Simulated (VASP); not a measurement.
# CaPd2S2 in VASP: single point with r2SCAN+U

Aim: the single point of CaPd2S2 with r2SCAN+U.

Everything below comes from runs of VASP 6.6.1. Logs are shortened: lines on timing, memory, paths and dates and some standing lists are left out, and cuts for length are marked.

### Step 1. The cell of the first run

The typed cell holds 5 atoms: a = 4.005 Å, b = 4.005 Å, c = 6.631 Å, α = 90.00°, β = 90.00°, γ = 60.00°.

### Step 2. Single point, r2SCAN+U

File POSCAR:

```
CaPd2S2
1.0
    2.0025894500      3.4685868900      0.0000000000
   -2.0025894500      3.4685868900      0.0000000000
    0.0000000000      0.0000000000      6.6309095300
Pd Ca S
2 1 2
Direct
    0.3333000000      0.3334000000      0.3764900000
    0.6667000000      0.6666000000      0.6235100000
    0.0000000000      0.0000000000      0.0000000000
    0.3333000000      0.3334000000      0.7463000000
    0.6667000000      0.6666000000      0.2537000000
```

File INCAR.step1:

```
ALGO     = Normal         # electronic algorithm
EDIFF    = 1E-5           # SCF threshold, eV
ENCUT    = 690            # plane-wave cutoff, eV
GGA      = PE             # functional
GGA_COMPAT= False        
ISMEAR   = 0              # smearing method
LASPH    = True           # aspherical terms in the spheres
LCHARG   = False          # write CHGCAR
LDAU     = True           # DFT+U
LDAUJ    = 0 0 0        
LDAUL    = 2 -1 -1        # shell
LDAUTYPE = 2            
LDAUU    = 3.38 0 0       # U, eV
LMAXMIX  = 4              # l up to which the mixer works
LREAL    = False          # projectors in reciprocal space
LWAVE    = True           # write WAVECAR
NBANDS   = 37             # bands
NELM     = 200            # most SCF steps
PREC     = Accurate       # precision mode
SIGMA    = 0.0766         # smearing width, eV
```

File INCAR.step2:

```
ALGO     = Normal         # electronic algorithm
EDIFF    = 1E-6           # SCF threshold, eV
ENCUT    = 690            # plane-wave cutoff, eV
GGA_COMPAT= False        
ISIF     = 2              # what is computed and relaxed
ISMEAR   = 0              # smearing method
ISTART   = 1            
LASPH    = True           # aspherical terms in the spheres
LCHARG   = False          # write CHGCAR
LDAU     = True           # DFT+U
LDAUJ    = 0 0 0        
LDAUL    = 2 -1 -1        # shell
LDAUPRINT= 1            
LDAUTYPE = 2            
LDAUU    = 3.38 0 0       # U, eV
LMAXMIX  = 4              # l up to which the mixer works
LMIXTAU  = True         
LREAL    = False          # projectors in reciprocal space
LWAVE    = False          # write WAVECAR
METAGGA  = R2SCAN         # meta-GGA
NBANDS   = 37             # bands
NELM     = 200            # most SCF steps
PREC     = Accurate       # precision mode
SIGMA    = 0.0766         # smearing width, eV
```

File KPOINTS:

```
k-points
0
Gamma
  5 5 3
```

Potentials or basis: VASP PAW PBE potentials, release 64 (Pd_sv_GW, Ca_sv, S).

Run with:

```console
cat potpaw_PBE.64/Pd_sv_GW/POTCAR potpaw_PBE.64/Ca_sv/POTCAR potpaw_PBE.64/S/POTCAR > POTCAR
cp INCAR.step1 INCAR
mpirun -np 1 vasp_std > vasp.out
cp INCAR.step2 INCAR
mpirun -np 1 vasp_std > vasp.out
```

OUTCAR:

```text
EDIFF = 1E-6
   ENCUT = 690
   ISIF = 2
   ISMEAR = 0
   ISTART = 1
   LASPH = True
   LREAL = False
   METAGGA = R2SCAN
   NELM = 200
   PREC = Accurate

 ion  position               nearest neighbor table
   1  0.333  0.333  0.376-   5 2.45   5 2.45   5 2.45   4 2.45
   2  0.667  0.667  0.624-   4 2.45   4 2.45   4 2.45   5 2.45
   3  0.000  0.000  0.000-   5 2.86   4 2.86   5 2.86   4 2.86   4 2.86   5 2.86
   4  0.333  0.333  0.746-   2 2.45   2 2.45   2 2.45   1 2.45   3 2.86   3 2.86   3 2.86
   5  0.667  0.667  0.254-   1 2.45   1 2.45   1 2.45   2 2.45   3 2.86   3 2.86   3 2.86

  LATTYP: Found a hexagonal cell.
 ALAT       =     4.0051790870
 C/A-ratio  =     1.6555837794

  Lattice vectors:

 A1 = (   2.0025894500,  -3.4685868900,   0.0000000000)
 A2 = (   2.0025894500,   3.4685868900,   0.0000000000)
 A3 = (   0.0000000000,   0.0000000000,   6.6309095300)

Analysis of symmetry for initial positions (statically):
=====================================================================
 Subroutine PRICEL returns:
 Original cell was already a primitive cell.

 Routine SETGRP: Setting up the symmetry group for a
 hexagonal supercell.

 Subroutine GETGRP returns: Found  4 space group operations
 (whereof  4 operations were pure point group operations)
 out of a pool of 24 trial point group operations.

The static configuration has the point symmetry C_2h.

Analysis of symmetry for dynamics (positions and initial velocities):
=====================================================================
 Subroutine PRICEL returns:
 Original cell was already a primitive cell.

 Routine SETGRP: Setting up the symmetry group for a
 hexagonal supercell.

 Subroutine GETGRP returns: Found  4 space group operations
 (whereof  4 operations were pure point group operations)
 out of a pool of 24 trial point group operations.

The dynamic configuration has the point symmetry C_2h.

 Subroutine INISYM returns: Found  4 space group operations
 (whereof  4 operations are pure point group operations),
 and found     1 'primitive' translations

----------------------------------------------------------------------------------------

                                     Primitive cell

  volume of cell :      92.1187

  direct lattice vectors                    reciprocal lattice vectors
     2.002589450  3.468586890  0.000000000     0.249676737  0.144150923  0.000000000
    -2.002589450  3.468586890  0.000000000    -0.249676737  0.144150923  0.000000000
     0.000000000  0.000000000  6.630909530     0.000000000  0.000000000  0.150808874

  length of vectors
     4.005179087  4.005179087  6.630909530     0.288301858  0.288301858  0.150808874

  position of ions in fractional coordinates (direct lattice)
     0.333300000  0.333400000  0.376490000
     0.666700000  0.666600000  0.623510000
     0.000000000  0.000000000  0.000000000
     0.333300000  0.333400000  0.746300000
     0.666700000  0.666600000  0.253700000

  ion indices of the primitive-cell ions
   primitive index   ion index
                 1           1
                 2           2
                 3           3
                 4           4
                 5           5

[... 100 lines left out ...]
   LHFCALC =     F    Hartree Fock is set to
   AEXX    =    0.0000 exact exchange contribution
   IVDW    =     0    specifies the selected vdW correction
   LEPSILON=     F    determine dielectric tensor
   LRPA    =     F    only Hartree local field effects (RPA)
 non-spin polarized calculation
 Gauss-broadening in eV      SIGMA  =   0.08
  energy-cutoff  :      690.00
  volume of cell :       92.12
 maximum number of plane-waves:      3826
 NGX is ok and might be reduce to    36
   NGX = 17   NGY = 17   NGZ = 29

atom =   1  type =  1  l = 2

 onsite density matrix

spin component  1

  0.7962 -0.0001  0.0000 -0.0135 -0.0000
 -0.0001  0.7416 -0.0000 -0.0001 -0.0135
  0.0000 -0.0000  0.7615  0.0000 -0.0000
 -0.0135 -0.0001  0.0000  0.7418 -0.0001
 -0.0000 -0.0135 -0.0000 -0.0001  0.7962

spin component  2

  0.7962 -0.0001  0.0000 -0.0135 -0.0000
 -0.0001  0.7416 -0.0000 -0.0001 -0.0135
  0.0000 -0.0000  0.7615  0.0000 -0.0000
 -0.0135 -0.0001  0.0000  0.7418 -0.0001
 -0.0000 -0.0135 -0.0000 -0.0001  0.7962

 occupancies and eigenvectors

  o =  0.7384  v = -0.1142 -0.8431  0.0000 -0.4869 -0.1977  0.0000  0.0000  0.0000  0.0000  0.0000      0.0000  0.0000  0.0000  0.0000  0.0000  0.0000  0.0000  0.0000  0.0000  0.0000
  o =  0.7384  v =  0.0000  0.0000  0.0000  0.0000  0.0000 -0.1142 -0.8431  0.0000 -0.4869 -0.1977      0.0000  0.0000  0.0000  0.0000  0.0000  0.0000  0.0000  0.0000  0.0000  0.0000
  o =  0.7387  v =  0.0000  0.0000  0.0000  0.0000  0.0000  0.1972 -0.4869 -0.0016  0.8432 -0.1139      0.0000  0.0000  0.0000  0.0000  0.0000  0.0000  0.0000  0.0000  0.0000  0.0000
  o =  0.7387  v =  0.1972 -0.4869 -0.0016  0.8432 -0.1139  0.0000  0.0000  0.0000  0.0000  0.0000      0.0000  0.0000  0.0000  0.0000  0.0000  0.0000  0.0000  0.0000  0.0000  0.0000
  o =  0.7615  v =  0.0000 -0.0008  1.0000  0.0015 -0.0000  0.0000  0.0000  0.0000  0.0000  0.0000      0.0000  0.0000  0.0000  0.0000  0.0000  0.0000  0.0000  0.0000  0.0000  0.0000
  o =  0.7615  v =  0.0000  0.0000  0.0000  0.0000  0.0000  0.0000 -0.0008  1.0000  0.0015 -0.0000      0.0000  0.0000  0.0000  0.0000  0.0000  0.0000  0.0000  0.0000  0.0000  0.0000
  o =  0.7994  v =  0.0000  0.0000  0.0000  0.0000  0.0000 -0.8433 -0.1139 -0.0003  0.1972  0.4868      0.0000  0.0000  0.0000  0.0000  0.0000  0.0000  0.0000  0.0000  0.0000  0.0000
  o =  0.7994  v = -0.8433 -0.1139 -0.0003  0.1972  0.4868  0.0000  0.0000  0.0000  0.0000  0.0000      0.0000  0.0000  0.0000  0.0000  0.0000  0.0000  0.0000  0.0000  0.0000  0.0000
  o =  0.7994  v =  0.0000  0.0000  0.0000  0.0000  0.0000  0.4867 -0.1977  0.0000 -0.1141  0.8432      0.0000  0.0000  0.0000  0.0000  0.0000  0.0000  0.0000  0.0000  0.0000  0.0000
  o =  0.7994  v =  0.4867 -0.1977  0.0000 -0.1141  0.8432  0.0000  0.0000  0.0000  0.0000  0.0000      0.0000  0.0000  0.0000  0.0000  0.0000  0.0000  0.0000  0.0000  0.0000  0.0000

atom =   2  type =  1  l = 2

 onsite density matrix

spin component  1

  0.7962 -0.0001  0.0000 -0.0135 -0.0000
 -0.0001  0.7416 -0.0000 -0.0001 -0.0135
  0.0000 -0.0000  0.7615  0.0000 -0.0000
 -0.0135 -0.0001  0.0000  0.7418 -0.0001
 -0.0000 -0.0135 -0.0000 -0.0001  0.7962

spin component  2

  0.7962 -0.0001  0.0000 -0.0135 -0.0000
 -0.0001  0.7416 -0.0000 -0.0001 -0.0135
  0.0000 -0.0000  0.7615  0.0000 -0.0000
 -0.0135 -0.0001  0.0000  0.7418 -0.0001
 -0.0000 -0.0135 -0.0000 -0.0001  0.7962

 occupancies and eigenvectors

  o =  0.7384  v = -0.1142 -0.8431  0.0000 -0.4869 -0.1977  0.0000  0.0000  0.0000  0.0000  0.0000      0.0000  0.0000  0.0000  0.0000  0.0000  0.0000  0.0000  0.0000  0.0000  0.0000
  o =  0.7384  v =  0.0000  0.0000  0.0000  0.0000  0.0000 -0.1142 -0.8431  0.0000 -0.4869 -0.1977      0.0000  0.0000  0.0000  0.0000  0.0000  0.0000  0.0000  0.0000  0.0000  0.0000
  o =  0.7387  v =  0.0000  0.0000  0.0000  0.0000  0.0000  0.1972 -0.4869 -0.0016  0.8432 -0.1139      0.0000  0.0000  0.0000  0.0000  0.0000  0.0000  0.0000  0.0000  0.0000  0.0000
  o =  0.7387  v =  0.1972 -0.4869 -0.0016  0.8432 -0.1139  0.0000  0.0000  0.0000  0.0000  0.0000      0.0000  0.0000  0.0000  0.0000  0.0000  0.0000  0.0000  0.0000  0.0000  0.0000
  o =  0.7615  v =  0.0000 -0.0008  1.0000  0.0015 -0.0000  0.0000  0.0000  0.0000  0.0000  0.0000      0.0000  0.0000  0.0000  0.0000  0.0000  0.0000  0.0000  0.0000  0.0000  0.0000
  o =  0.7615  v =  0.0000  0.0000  0.0000  0.0000  0.0000  0.0000 -0.0008  1.0000  0.0015 -0.0000      0.0000  0.0000  0.0000  0.0000  0.0000  0.0000  0.0000  0.0000  0.0000  0.0000
  o =  0.7994  v =  0.0000  0.0000  0.0000  0.0000  0.0000 -0.8433 -0.1139 -0.0003  0.1972  0.4868      0.0000  0.0000  0.0000  0.0000  0.0000  0.0000  0.0000  0.0000  0.0000  0.0000
  o =  0.7994  v = -0.8433 -0.1139 -0.0003  0.1972  0.4868  0.0000  0.0000  0.0000  0.0000  0.0000      0.0000  0.0000  0.0000  0.0000  0.0000  0.0000  0.0000  0.0000  0.0000  0.0000
  o =  0.7994  v =  0.0000  0.0000  0.0000  0.0000  0.0000  0.4867 -0.1977  0.0000 -0.1141  0.8432      0.0000  0.0000  0.0000  0.0000  0.0000  0.0000  0.0000  0.0000  0.0000  0.0000
  o =  0.7994  v =  0.4867 -0.1977  0.0000 -0.1141  0.8432  0.0000  0.0000  0.0000  0.0000  0.0000      0.0000  0.0000  0.0000  0.0000  0.0000  0.0000  0.0000  0.0000  0.0000  0.0000

 number of electron      58.0000006 magnetization

 Free energy of the ion-electron system (eV)
  ---------------------------------------------------
  ext. energy  EPLUGINS =         0.00000000
  ---------------------------------------------------
  free energy    TOTEN  =       -64.44746110 eV

  energy without entropy =      -64.42296142  energy(sigma->0) =      -64.43521126

 E-fermi :   6.1545     XC(G=0): -11.5003

 val. band max:        6.1449768799   @ k =   0.0000   0.0000   0.3333
 cond. band min:       6.1700100725   @ k =   0.4000   0.2000   0.3333
 fundamental gap:      0.0250331926
 Fermi energy:         6.1545391114

 k-point     1 :       0.0000    0.0000    0.0000
  band No.  band energies     occupation
      1     -79.8174      2.00000
      2     -79.7972      2.00000
      3     -44.9589      2.00000
      4     -44.8924      2.00000
      5     -44.7516      2.00000
      6     -44.7505      2.00000
[... 949 lines left out ...]
     36      11.9178      0.00000
     37      12.5661      0.00000

------------------------ aborting loop because EDIFF is reached ----------------------------------------

  FORCE on cell =-STRESS in cart. coord.  units (eV):
  Direction    XX          YY          ZZ          XY          YZ          ZX
  --------------------------------------------------------------------------------------
  -------------------------------------------------------------------------------------
  Total        0.6679710      0.6693628      0.7790403      0.0012053      0.0003150     -0.0005449
  in kB       11.6177113     11.6419180     13.5494887      0.0209624      0.0054791     -0.0094774
  external PRESSURE =      12.2697060 kB  Pullay stress =       0.0000000 kB

 VOLUME and BASIS-vectors are now :
 -----------------------------------------------------------------------------
  energy-cutoff  :      690.00
  volume of cell :       92.12
      direct lattice vectors                 reciprocal lattice vectors
     2.002589450  3.468586890  0.000000000     0.249676737  0.144150923  0.000000000
    -2.002589450  3.468586890  0.000000000    -0.249676737  0.144150923  0.000000000
     0.000000000  0.000000000  6.630909530     0.000000000  0.000000000  0.150808874

 POSITION                                       TOTAL-FORCE (eV/Angst)
 -----------------------------------------------------------------------------------
     -0.00020      2.31251      2.49647        -0.000312      0.000180     -0.188657
      0.00020      4.62467      4.13444         0.000312     -0.000180      0.188657
      0.00000      0.00000      0.00000        -0.000000      0.000000      0.000000
     -0.00020      2.31251      4.94865        -0.000086      0.000049      0.580677
      0.00020      4.62467      1.68226         0.000086     -0.000049     -0.580677
 -----------------------------------------------------------------------------------
    total drift:                                0.000000      0.000000     -0.000000

  FREE ENERGIE OF THE ION-ELECTRON SYSTEM (eV)
  ---------------------------------------------------
  free  energy   TOTEN  =       -64.4474611037 eV

  energy  without entropy=      -64.4229614194  energy(sigma->0) =      -64.43521126
```

Run time: 8.6 min. Hardware: 1 thread of Intel Xeon Platinum 8259CL at 2.50GHz (Skylake/Cascade Lake), shared host; peak memory 0.39 GiB.

Results:

```
Free energy            : -64.4475 eV
Pressure               : 1.2 GPa
Largest force          : 0.581 eV/Å
Band gap on the k mesh : zero (bands 29 and 30 overlap by 0.51 eV)
```

Forces on the atoms (eV/Å):
```
Pd   0.000  0.000 -0.189
Pd   0.000  0.000  0.189
Ca   0.000  0.000  0.000
S    0.000  0.000  0.581
S    0.000  0.000 -0.581
```

Eigenvalues of the final occupation matrices:
```csv
site,spin,trace,eigenvalues
site 1 d,1,3.84,0.74 0.74 0.76 0.80 0.80
site 1 d,2,3.84,0.74 0.74 0.76 0.80 0.80
site 2 d,1,3.84,0.74 0.74 0.76 0.80 0.80
site 2 d,2,3.84,0.74 0.74 0.76 0.80 0.80
```

Caveat: the k points lie up to 0.36 Å⁻¹ apart, too coarse for converged energies and pressures of a metal; the PAW data sets were made with another functional, which shifts forces and pressure a little; U without spin polarisation on a metal has little footing.

The gap in the log of VASP goes by the Fermi energy; the results here count the filled bands.